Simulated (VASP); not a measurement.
Crystal: TiAl.

```
CELL_PARAMETERS angstrom
3.01800 0.00000 0.00000
0.00000 3.01800 0.00000
0.00000 0.00000 3.01800
ATOMIC_POSITIONS crystal
Ti 0.50000 0.50000 0.50000
Al 0.00000 0.00000 0.00000
```

| Property | Result |
| --- | --- |
| Program | VASP 6.6.1 |
| Task | relaxation of volume and atoms at fixed shape |
| Functional | PBEsol |
| Potentials or basis | VASP PAW PBE potentials, release 64 (Ti_sv, Al) |
| Cutoff | 600 eV |
| k mesh | 15 × 15 × 15 |
| Occupations | fermi-dirac, width 0.1 eV |
| Spin | no spin polarisation |

At the start: pressure 20.9 GPa; volume 13.74 Å³/atom.

Problem. Where does the relaxation end?

Solution. Over 3 steps the energy falls by 117.5 meV/atom and the volume is 15.78 Å³/atom (+14.8 %); space group Pm-3m (No. 221, to 0.1 Å) before and after.

Step by step:
```
step  energy change (eV)  largest force (eV/Å)  pressure (GPa)  volume (Å³)
   1              0.0000                0.0000           20.91        27.49
   2             -0.0999                0.0000          -10.51        35.26
   3             -0.2350                0.0000           -0.17        31.56
```

Final structure:
```
CELL_PARAMETERS angstrom
3.16017 0.00000 0.00000
0.00000 3.16017 0.00000
0.00000 0.00000 3.16017
ATOMIC_POSITIONS crystal
Ti 0.50000 0.50000 0.50000
Al 0.00000 0.00000 0.00000
```

Caveat: the PAW data sets were made with another functional, which shifts forces and pressure a little.
